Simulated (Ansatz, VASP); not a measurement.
PbO: VASP beside Ansatz

```
CELL_PARAMETERS angstrom
0.00000 2.83208 2.83208
2.83208 0.00000 2.83208
2.83208 2.83208 0.00000
ATOMIC_POSITIONS crystal
Pb 0.00000 0.00000 0.00000
O 0.25000 0.25000 0.25000
```

Alike in both runs: functional PBE; k mesh 12 × 12 × 12; occupations gaussian, width 0.02 eV; no spin polarisation.

Ansatz relaxed the structure, and its values are those at the end. VASP's run is a single point on that final structure, the one shown.

|  | VASP | Ansatz |
| --- | --- | --- |
| version | VASP 6.6.1 | Ansatz 0.2.0 |
| potentials or method | VASP PAW PBE potentials, release 64 (Pb_d, O), cutoff 520 eV | scalar-relativistic, plane waves, PAW |
| valence electrons in the cell | 20 | 20 |

```csv
,VASP,Ansatz,Ansatz less VASP
gap on the k mesh at the Fermi level (eV),0.52,0.52,-0.001
least direct gap on the mesh (eV),0.70,0.70,-0.002
pressure (GPa),0.0,0.0,+0.01
```

With one functional, cell and mesh, what is left measures potentials, basis and numerics.

Neither program's run includes spin-orbit coupling.
